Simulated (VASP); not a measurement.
Write the native input for VASP 6.6.1 that does the following.

```
Task                    : single point
Functional              : LDA
Potentials or basis     : VASP PAW LDA potentials, release 64 (Na_sv)
Cutoff                  : 840 eV
k mesh                  : 5 × 5 × 3
Occupations             : fermi-dirac, width 0.05 eV
Spin                    : no spin polarisation
Dipole correction       : no
k mesh for the DOS      : 8 × 8 × 5
Occupations for the DOS : tetrahedron
Further INCAR settings  : ALGO = Normal; EDIFF = 1e-06; NBANDS = 16
```

Crystal: Na.

```xyz
2
Lattice="3.7670 0.0000 0.0000 -1.8835 3.2623 0.0000 0.0000 0.0000 6.1540" Properties=species:S:1:pos:R:3 pbc="T T T"
Na    1.8835    1.0874    4.6155
Na    0.0000    2.1749    1.5385
```

This isn't the form of Na at room conditions, which is bcc.

One way to write it, as run:

POSCAR

```
Na
1.0
    3.7670000000      0.0000000000      0.0000000000
   -1.8835000000      3.2623176961      0.0000000000
    0.0000000000      0.0000000000      6.1540000000
Na
2
Direct
    0.6666666667      0.3333333333      0.7500000000
    0.3333333333      0.6666666667      0.2500000000
```

INCAR.step1

```
  ALGO = Normal
  EDIFF = 1E-6
  ENCUT = 840
  GGA = CA
  GGA_COMPAT = False
  ISIF = 2
  ISMEAR = -1
  LASPH = True
  LCHARG = True
  LORBIT = 11
  LREAL = False
  LWAVE = False
  NBANDS = 16
  NEDOS = 2001
  NELM = 120
  PREC = Accurate
  SIGMA = 0.05
```

KPOINTS.step1

```
k-points
0
Gamma
  5 5 3
```

INCAR.step2

```
  ALGO = Normal
  EDIFF = 1E-6
  ENCUT = 840
  GGA = CA
  GGA_COMPAT = False
  ICHARG = 11
  ISIF = 2
  ISMEAR = -5
  LASPH = True
  LCHARG = False
  LORBIT = 11
  LREAL = False
  LWAVE = False
  NBANDS = 16
  NEDOS = 1001
  NELM = 120
  PREC = Accurate
  SIGMA = 0.05
```

KPOINTS.step2

```
k-points
0
Gamma
  8 8 5
```

Potentials or basis: VASP PAW LDA potentials, release 64 (Na_sv).

Run with:

```bash
$ cat potpaw_LDA.64/Na_sv/POTCAR > POTCAR
$ cp INCAR.step1 INCAR
$ cp KPOINTS.step1 KPOINTS
$ mpirun -np 1 vasp_std > vasp.out
$ cp INCAR.step2 INCAR
$ cp KPOINTS.step2 KPOINTS
$ mpirun -np 1 vasp_std > vasp.out
```

It gave:

```yaml
Valence_electrons_inside_the_program's_atomic_spheres: Na 7.53
```

Caveat: the k points lie up to 0.39 Å⁻¹ apart.

Wall time 23 s on 1 thread of Intel(R) Xeon(R) 6975P-C (Granite Rapids) (shared host), peak memory 0.2 GiB.
